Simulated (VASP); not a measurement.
Write the native input for VASP 6.6.1 that does the following.

- Task: single point
- Functional: SVWN5
- Potentials or basis: VASP PAW PBE potentials, release 64 (Mg)
- Cutoff: 520 eV
- k mesh: 10 × 10 × 5
- Occupations: fermi-dirac, width 0.05 eV
- Spin: no spin polarisation
- Dipole correction: no
- Further INCAR settings: ALGO = Normal; EDIFF = 1e-06; NBANDS = 9

The structure of Mg lies in POSCAR:

```
Mg
1.0
    3.2722434310      0.0000000000      0.0000000000
   -1.6361217155      2.8338459386      0.0000000000
    0.0000000000      0.0000000000      5.3124886887
Mg
2
Direct
    0.6666666667      0.3333333333      0.7500000000
    0.3333333333      0.6666666667      0.2500000000
```

These files were run (other wordings do the same):

INCAR

```
  PREC = Accurate
  ENCUT = 520
  EDIFF = 1E-6
  ISMEAR = -1
  SIGMA = 0.05
  LREAL = F
  LASPH = T
  NELM = 80
  ALGO = Normal
  ISIF = 2
  LWAVE = F
  LCHARG = F
  GGA = VW
  NBANDS = 9
```

KPOINTS

```
regular mesh
0
Gamma
  10 10 5
```

Potentials or basis: VASP PAW PBE potentials, release 64 (Mg).

Command:

```console
$ cat potpaw_PBE.64/Mg/POTCAR > POTCAR
$ mpirun -np 1 vasp_std > vasp.out
```

It gave:

* Pressure: -3.8 GPa
* Band gap on the k mesh: zero (band 2 reaches 2.81 eV, above the bottom of band 3 at 0.82 eV)

Caveat: the PAW data sets were made with another functional, which shifts forces and pressure a little.

Wall time 16 s on 1 thread of AMD EPYC 7R43 64-Core Processor (Zen 3), on a shared host, peak memory 0.11 GiB.
